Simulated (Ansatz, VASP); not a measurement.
# One calculation of YAl3F7, two programs

INCAR

```
SYSTEM = YAl3F7
PREC = Accurate
ENCUT = 520
EDIFF = 1E-7
ISMEAR = 0
SIGMA = 0.1
LREAL = .FALSE.
LASPH = .TRUE.
NELM = 150
ALGO = Normal
ISIF = 2
LWAVE = .FALSE.
LCHARG = .TRUE.
ISPIN = 2
MAGMOM = 0 0 0 0 1 1 1 1 1 1 1
LORBIT = 11
LMAXMIX = 4
GGA = PE
LELF = .TRUE.
LVHAR = .TRUE.
NBANDS = 50
```

The input KPOINTS:

```
regular mesh
0
G
  6 6 2
  0 0 0
```

File POSCAR:

```
YAl3F7
1.0
    4.8024717091      0.0000000000      0.0000000000
   -2.4012358546      4.1590625011      0.0000000000
    0.0000000000      0.0000000000     10.4823829461
Y Al F
1 3 7
Direct
    0.0000000000      0.0000000000      0.5000000000
    0.6666666667      0.3333333333      0.7768343188
    0.6666666667      0.3333333333      0.2231656812
    0.0000000000      0.0000000000      0.0000000000
    0.6666666667      0.3333333333      0.5000000000
    0.3277760557      0.1638880278      0.8849309870
    0.8361119722      0.1638880278      0.8849309870
    0.8361119722      0.6722239443      0.8849309870
    0.3277760557      0.1638880278      0.1150690130
    0.8361119722      0.1638880278      0.1150690130
    0.8361119722      0.6722239443      0.1150690130
```

Input for Ansatz:

```yaml
crystal:
  lattice:
    - [4.8024717091, 0.0, 0.0]
    - [-2.4012358546, 4.1590625011, 0.0]
    - [0.0, 0.0, 10.4823829461]
  atoms:
    - { symbol: "Y", position: [0.0, 0.0, 0.5] }
    - { symbol: Al, position: [0.6666666667, 0.3333333333, 0.7768343188] }
    - { symbol: Al, position: [0.6666666667, 0.3333333333, 0.2231656812] }
    - { symbol: Al, position: [0.0, 0.0, 0.0] }
    - { symbol: F, position: [0.6666666667, 0.3333333333, 0.5], spin: 1.0 }
    - { symbol: F, position: [0.3277760557, 0.1638880278, 0.884930987], spin: 1.0 }
    - { symbol: F, position: [0.8361119722, 0.1638880278, 0.884930987], spin: 1.0 }
    - { symbol: F, position: [0.8361119722, 0.6722239443, 0.884930987], spin: 1.0 }
    - { symbol: F, position: [0.3277760557, 0.1638880278, 0.115069013], spin: 1.0 }
    - { symbol: F, position: [0.8361119722, 0.1638880278, 0.115069013], spin: 1.0 }
    - { symbol: F, position: [0.8361119722, 0.6722239443, 0.115069013], spin: 1.0 }
basis:
  ecutwfc: 420
kpoints:
  mp_grid: { grid: [6, 6, 2] }
hamiltonian:
  xc: pbe
scf:
  occupations: { method: gaussian, width: 0.1 }
  lower_state_search: "off"
output:
  forces: true
  stress: true
  eigenvalues: true
  populations: true
magnetization:
  spin_polarized: true
```

Alike in both runs: task single point; functional PBE; k mesh 6 × 6 × 2; occupations gaussian, width 0.1 eV; collinear spin.

|  | VASP | Ansatz |
| --- | --- | --- |
| version | VASP 6.6.1 | Ansatz 0.2.0 |
| potentials or method | VASP PAW PBE potentials, release 64 (Y_sv, Al, F), cutoff 520 eV | scalar-relativistic, plane waves, PAW |
| valence electrons in the cell | 69 | 69 |

```csv
,VASP,Ansatz,Ansatz less VASP
gap on the k mesh at the Fermi level (eV),none,none,-
pressure (GPa),0.0,0.1,+0.12
"traceless stress, the component that is largest in VASP (GPa)",0.23,0.25,+0.022
rms of the force components (eV/Å),0.004,0.003,-0.0012
net moment per atom (μB),0.00,0.00,0.000
```

Atom by atom the forces differ by 0.003 eV/Å (rms over components). A gap of «none» marks a metal or a gap that the smearing closes. Ansatz's warnings: seeded moment not kept.
